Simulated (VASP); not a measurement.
# Ir (Pmma) in VASP: further runs, part 2 of 2

VASP 6.6.1. The steps go on from the part before.

### Step 3. Single point, LDA

The input, INCAR:

```
SYSTEM = Ir
  PREC = Accurate
  ENCUT = 520
  EDIFF = 1E-6
  ISMEAR = 1
  SIGMA = 0.15
  LREAL = .False.
  LASPH = .True.
  NELM = 80
  ALGO = Normal
  ISIF = 2
  LWAVE = .False.
  LCHARG = .False.
  NBANDS = 16
```

The input, KPOINTS:

```
regular mesh
0
Gamma
  1 5 2
  0 0 0
```

The input, POSCAR:

```
Ir
1.0
   12.2384552500      0.0000000000      0.0000000000
    0.0000000000      2.2334312600      0.0000000000
    0.0000000000      0.0000000000      7.1930008000
Ir
2
Direct
    0.2500000000      0.0000000000      0.1639884000
    0.7500000000      0.0000000000      0.8360116000
```

Potentials or basis: VASP PAW LDA potentials, release 64 (Ir).

The run is started by

```sh
$ cat potpaw_LDA.64/Ir/POTCAR > POTCAR
$ mpirun -np 1 vasp_std > vasp.out
```

OUTCAR:

```text
SYSTEM = Ir
   PREC = Accurate
   ENCUT = 520
   EDIFF = 1E-6
   ISMEAR = 1
   LREAL = .False.
   LASPH = .True.
   NELM = 80
   ISIF = 2

 ion  position               nearest neighbor table
   1  0.250  0.000  0.164-
   2  0.750  0.000  0.836-

  LATTYP: Found a simple orthorhombic cell.
 ALAT       =     2.2334312600
 B/A-ratio  =     3.2206054105
 C/A-ratio  =     5.4796650648

  Lattice vectors:

 A1 = (   0.0000000000,   2.2334312600,   0.0000000000)
 A2 = (   0.0000000000,   0.0000000000,   7.1930008000)
 A3 = (  12.2384552500,   0.0000000000,   0.0000000000)

Analysis of symmetry for initial positions (statically):
=====================================================================
 Subroutine PRICEL returns:
 Original cell was already a primitive cell.

 Routine SETGRP: Setting up the symmetry group for a
 simple orthorhombic supercell.

 Subroutine GETGRP returns: Found  8 space group operations
 (whereof  4 operations were pure point group operations)
 out of a pool of  8 trial point group operations.

The static configuration has the point symmetry C_2h.
 The point group associated with its full space group is D_2h.

Analysis of symmetry for dynamics (positions and initial velocities):
=====================================================================
 Subroutine PRICEL returns:
 Original cell was already a primitive cell.

 Routine SETGRP: Setting up the symmetry group for a
 simple orthorhombic supercell.

 Subroutine GETGRP returns: Found  8 space group operations
 (whereof  4 operations were pure point group operations)
 out of a pool of  8 trial point group operations.

The dynamic configuration has the point symmetry C_2h.
 The point group associated with its full space group is D_2h.

 Subroutine INISYM returns: Found  8 space group operations
 (whereof  4 operations are pure point group operations),
 and found     1 'primitive' translations

----------------------------------------------------------------------------------------

                                     Primitive cell

  volume of cell :     196.6117

  direct lattice vectors                    reciprocal lattice vectors
    12.238455250  0.000000000  0.000000000     0.081709659  0.000000000  0.000000000
     0.000000000  2.233431260  0.000000000     0.000000000  0.447741562  0.000000000
     0.000000000  0.000000000  7.193000800     0.000000000  0.000000000  0.139024036

  length of vectors
    12.238455250  2.233431260  7.193000800     0.081709659  0.447741562  0.139024036

  position of ions in fractional coordinates (direct lattice)
     0.250000000  0.000000000  0.163988400
     0.750000000  0.000000000  0.836011600

  ion indices of the primitive-cell ions
   primitive index   ion index
                 1           1
                 2           2

----------------------------------------------------------------------------------------

 KPOINTS: regular mesh

Automatic generation of k-mesh.
 Grid dimensions read from file:
 generate k-points for:    1    5    2

 Generating k-lattice:

  Cartesian coordinates                     Fractional coordinates (reciprocal lattice)
     0.081709659  0.000000000  0.000000000     1.000000000  0.000000000  0.000000000
     0.000000000  0.089548312  0.000000000     0.000000000  0.200000000  0.000000000
     0.000000000  0.000000000  0.069512018     0.000000000  0.000000000  0.500000000

  Length of vectors
     0.081709659  0.089548312  0.069512018

  Shift w.r.t. Gamma in fractional coordinates (k-lattice)
     0.000000000  0.000000000  0.000000000

 Subroutine IBZKPT returns following result:
 ===========================================

 Found      6 irreducible k-points:

 Following reciprocal coordinates:
            Coordinates               Weight
  0.000000  0.000000  0.000000      1.000000
  0.000000  0.200000  0.000000      2.000000
  0.000000  0.400000  0.000000      2.000000
  0.000000  0.000000  0.500000      1.000000
  0.000000  0.200000  0.500000      2.000000
  0.000000  0.400000  0.500000      2.000000
   k-points           NKPTS =      6   k-points in BZ     NKDIM =      6   number of bands    NBANDS=     16
   number of dos      NEDOS =    301   number of ions     NIONS =      2
   total plane-waves  NPLWV =  93312
   dimension x,y,z NGX =    96 NGY =   18 NGZ =   54
   dimension x,y,z NGXF=   192 NGYF=   36 NGZF=  108
   ions per type =               2
   NGX,Y,Z   is equivalent  to a cutoff of  13.04, 13.40, 12.48 a.u.
   NGXF,Y,Z  is equivalent  to a cutoff of  26.08, 26.80, 24.96 a.u.
 SYSTEM =  Ir
   PREC   = accura    normal or accurate (medium, high low for compatibility)
   ISTART =      0    job   : 0-new  1-cont  2-samecut
   ICHARG =      2    charge: 1-file 2-atom 10-const
   ISPIN  =      1    spin polarized calculation?
   LNONCOLLINEAR =      F non collinear calculations
   LSORBIT =      F    spin-orbit coupling
   LASPH  =      T    aspherical Exc in radial PAW
   ENCUT  =  520.0 eV  38.22 Ry    6.18 a.u.  22.76  4.15 13.37*2*pi/ulx,y,z
   NELM   =     80;   NELMIN=  2; NELMDL= -5     # of ELM steps
   EDIFF  = 0.1E-05   stopping-criterion for ELM
   LREAL  =      F    real-space projection
   EDIFFG = 0.1E-04   stopping-criterion for IOM
   NSW    =      0    number of steps for IOM
   IBRION =     -1    ionic relax: 0-MD 1-quasi-New 2-CG
   NFREE  =      0    steps in history (QN), initial steepest desc. (CG)
   ISIF   =      2    stress and relaxation
   ISYM   =      2    0-nonsym 1-usesym 2-fastsym
   POTIM  = 0.5000    time-step for ionic-motion
   TEBEG  =    0.0;   TEEND  =   0.0 temperature during run
   PSTRESS=    0.0 pullay stress
   NELECT =      18.0000    total number of electrons
   NUPDOWN=      -1.0000    fix difference up-down
   EMIN   =  10.00;   EMAX   =-10.00  energy-range for DOS
   EFERMI =   0.00;   METHOD = LEGACY
   ISMEAR =     1;   SIGMA  =   0.15  broadening in eV -4-tet -1-fermi 0-gaus
   EFERMI_NEDOS =   21; number of points for ismear=-14 and -15
   IALGO  =     38    algorithm
   IMIX   =      4    mixing-type and parameters
     AMIX     =   0.40;   BMIX     =  1.00
     AMIX_MAG =   1.60;   BMIX_MAG =  1.00
  volume/ion in A,a.u.               =      98.31       663.40
  Fermi-wavevector in a.u.,A,eV,Ry     =   0.737841  1.394317  7.407131  0.544409
  Thomas-Fermi vector in A             =   1.831619
   LORBIT       =      0    0 simple, 1 ext, 2 COOP (PROOUT), +10 PAW based schemes
   GGA     = CA    functional components
   LHFCALC =     F    Hartree Fock is set to
   AEXX    =    0.0000 exact exchange contribution
   IVDW    =     0    specifies the selected vdW correction
   LEPSILON=     F    determine dielectric tensor
   LRPA    =     F    only Hartree local field effects (RPA)
 non-spin polarized calculation
 Methfessel and Paxton  Order N= 1 SIGMA  =   0.15
  energy-cutoff  :      520.00
  volume of cell :      196.61
 maximum number of plane-waves:      5318
 NGX is ok and might be reduce to    90
   NGX = 45   NGY =  9   NGZ = 27

 number of electron      18.0000000 magnetization

 Free energy of the ion-electron system (eV)
  ---------------------------------------------------
  ext. energy  EPLUGINS =         0.00000000
  ---------------------------------------------------
  free energy    TOTEN  =       -12.13237676 eV

  energy without entropy =      -12.06913815  energy(sigma->0) =      -12.11129723

 E-fermi :  -3.8649     XC(G=0):  -4.3563

 val. band max:       -3.8858966394   @ k =   0.0000   0.4000   0.5000
 cond. band min:      -3.2566811465   @ k =   0.0000   0.4000   0.0000
 fundamental gap:      0.6292154929
 Fermi energy:        -3.8649074191

 k-point     1 :       0.0000    0.0000    0.0000
  band No.  band energies     occupation
      1     -11.3054      2.00000
      2     -11.3050      2.00000
      3      -6.0337      2.00000
      4      -5.9741      2.00000
      5      -5.4211      2.00000
      6      -5.4174      2.00000
[... 8 lines left out ...]
     15      -0.5883      0.00000
     16      -0.4781      0.00000
[... 77 lines left out ...]
 k-point     6 :       0.0000    0.4000    0.5000
  band No.  band energies     occupation
      1      -8.0108      2.00000
      2      -8.0105      2.00000
      3      -8.0104      2.00000
      4      -8.0096      2.00000
      5      -3.8878      1.25553
      6      -3.8875      1.25194
[... 8 lines left out ...]
     15       4.8390      0.00000
     16       5.4286      0.00000

------------------------ aborting loop because EDIFF is reached ----------------------------------------

  FORCE on cell =-STRESS in cart. coord.  units (eV):
  Direction    XX          YY          ZZ          XY          YZ          ZX
  --------------------------------------------------------------------------------------
  -------------------------------------------------------------------------------------
  Total       -0.0442178     -1.8455236     -0.0303113      0.0000000      0.0000000      0.0000000
  in kB       -0.3603285    -15.0390670     -0.2470051      0.0000000      0.0000000      0.0000000
  external PRESSURE =      -5.2154669 kB  Pullay stress =       0.0000000 kB

 VOLUME and BASIS-vectors are now :
 -----------------------------------------------------------------------------
  energy-cutoff  :      520.00
  volume of cell :      196.61
      direct lattice vectors                 reciprocal lattice vectors
    12.238455250  0.000000000  0.000000000     0.081709659  0.000000000  0.000000000
     0.000000000  2.233431260  0.000000000     0.000000000  0.447741562  0.000000000
     0.000000000  0.000000000  7.193000800     0.000000000  0.000000000  0.139024036

 POSITION                                       TOTAL-FORCE (eV/Angst)
 -----------------------------------------------------------------------------------
      3.05961      0.00000      1.17957         0.000000      0.000000     -0.001352
      9.17884      0.00000      6.01343         0.000000      0.000000      0.001352
 -----------------------------------------------------------------------------------
    total drift:                                0.000000      0.000000     -0.000000

  FREE ENERGIE OF THE ION-ELECTRON SYSTEM (eV)
  ---------------------------------------------------
  free  energy   TOTEN  =       -12.1323767640 eV

  energy  without entropy=      -12.0691381511  energy(sigma->0) =      -12.11129723
```

OSZICAR:

```text
N       E                     dE             d eps       ncg     rms          rms(c)
DAV:   1     0.119188704152E+03    0.11919E+03   -0.56506E+03   192   0.815E+02
DAV:   2     0.132593308574E+01   -0.11786E+03   -0.10419E+03   224   0.209E+02
DAV:   3    -0.123602992264E+02   -0.13686E+02   -0.11670E+02   256   0.635E+01
DAV:   4    -0.126226892045E+02   -0.26239E+00   -0.25644E+00   208   0.126E+01
DAV:   5    -0.126283388839E+02   -0.56497E-02   -0.56429E-02   288   0.140E+00    0.121E+01
DAV:   6    -0.122242151914E+02    0.40412E+00   -0.80482E-01   248   0.928E+00    0.583E+00
DAV:   7    -0.121407651060E+02    0.83450E-01   -0.14357E-01   240   0.378E+00    0.141E+00
DAV:   8    -0.121323402152E+02    0.84249E-02   -0.14464E-02   208   0.978E-01    0.328E-01
DAV:   9    -0.121323793709E+02   -0.39156E-04   -0.21590E-04   240   0.121E-01    0.661E-02
DAV:  10    -0.121323673861E+02    0.11985E-04   -0.39908E-05   200   0.388E-02    0.173E-02
DAV:  11    -0.121323697886E+02   -0.24026E-05   -0.19608E-06   184   0.915E-03    0.275E-03
DAV:  12    -0.121323742780E+02   -0.44894E-05   -0.75365E-07   176   0.438E-03    0.159E-03
DAV:  13    -0.121323763566E+02   -0.20786E-05   -0.56673E-07   176   0.292E-03    0.895E-04
DAV:  14    -0.121323767640E+02   -0.40741E-06   -0.87041E-08   168   0.188E-03
   1 F= -.12132377E+02 E0= -.12111297E+02  d E =-.632386E-01
```

Wall time 11 s (1 thread of Intel Xeon Platinum 8559C (Emerald Rapids), shared host); peak memory 0.22 GiB.

What came out:

```yaml
Free_energy: -12.1324 eV
Pressure: -0.5 GPa
Band_gap_on_the_k_mesh: zero (band 9 reaches -1.29 eV, above the bottom of band 10 at -4.88 eV)
```

Stress tensor (GPa, compression positive):
```
-0.04  0.00  0.00
 0.00 -1.50  0.00
 0.00  0.00 -0.02
```

Caveat: the k points lie up to 0.56 Å⁻¹ apart; spin-orbit coupling is left out, which moves the levels of the heavy elements.
